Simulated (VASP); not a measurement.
Set up this calculation in VASP 6.6.1, as the native input.

```yaml
Task: single point
Functional: PBE
Potentials_or_basis: VASP PAW PBE potentials, release 64 (Ti_sv, O)
Cutoff: 520 eV
k_mesh: 8 × 8 × 8
Occupations: gaussian, width 0.05 eV
Spin: no spin polarisation
Hubbard_terms: Ti d U = 4.0 eV
Dipole_correction: no
Further_INCAR_settings: ALGO = Normal; EDIFF = 1e-07; NBANDS = 33
```

The structure of TiO2 lies in POSCAR:

```
TiO2
1.0
   -1.8768500000      1.8768500000      4.8899050332
    1.8768500000     -1.8768500000      4.8899050332
    1.8768500000      1.8768500000     -4.8899050332
Ti O
2 4
Direct
    0.0000000000      0.0000000000      0.0000000000
    0.7500000000      0.2500000000      0.5000000000
    0.2052277854      0.2052277854      0.0000000000
    0.9552277854      0.4552277854      0.5000000000
    0.5447722146      0.0447722146      0.5000000000
    0.7947722146      0.7947722146      0.0000000000
```

The input as run:

INCAR

```
SYSTEM = TiO2
PREC     = Accurate       ! precision mode
ENCUT    = 520            ! plane-wave cutoff, eV
EDIFF    = 1E-7           ! SCF threshold, eV
ISMEAR   = 0              ! smearing method
SIGMA    = 0.05           ! smearing width, eV
LREAL    = .FALSE.        ! projectors in reciprocal space
LASPH    = .TRUE.         ! aspherical terms in the spheres
NELM     = 150            ! most SCF steps
ALGO     = Normal         ! electronic algorithm
ISIF     = 2              ! what is computed and relaxed
LWAVE    = .FALSE.        ! write WAVECAR
LCHARG   = .TRUE.         ! write CHGCAR
LMAXMIX  = 4              ! l up to which the mixer works
LDAU     = .TRUE.         ! DFT+U
LDAUTYPE = 2            
LDAUL    = 2 -1           ! shell
LDAUU    = 4 0            ! U, eV
LDAUJ    = 0 0          
LDAUPRINT= 1            
GGA      = PE             ! functional
LELF     = .TRUE.         ! ELF
LVHAR    = .TRUE.       
NBANDS   = 33             ! bands
```

KPOINTS

```
Automatic mesh
0
G
  8 8 8
  0 0 0
```

Potentials or basis: VASP PAW PBE potentials, release 64 (Ti_sv, O).

Launch:

```sh
$ cat potpaw_PBE.64/Ti_sv/POTCAR potpaw_PBE.64/O/POTCAR > POTCAR
$ mpirun -np 1 vasp_std > vasp.out
```

It gave:

```yaml
Pressure: 11.9 GPa
Largest_force: 0.112 eV/Å
Band_gap_on_the_k_mesh: 2.79 eV (least direct gap 3.08 eV)
```

Caveat: the cell stands under pressure.

It took 2.7 min on 1 thread of Intel(R) Xeon(R) 6975P-C (Granite Rapids), on a shared host, peak memory 0.31 GiB.
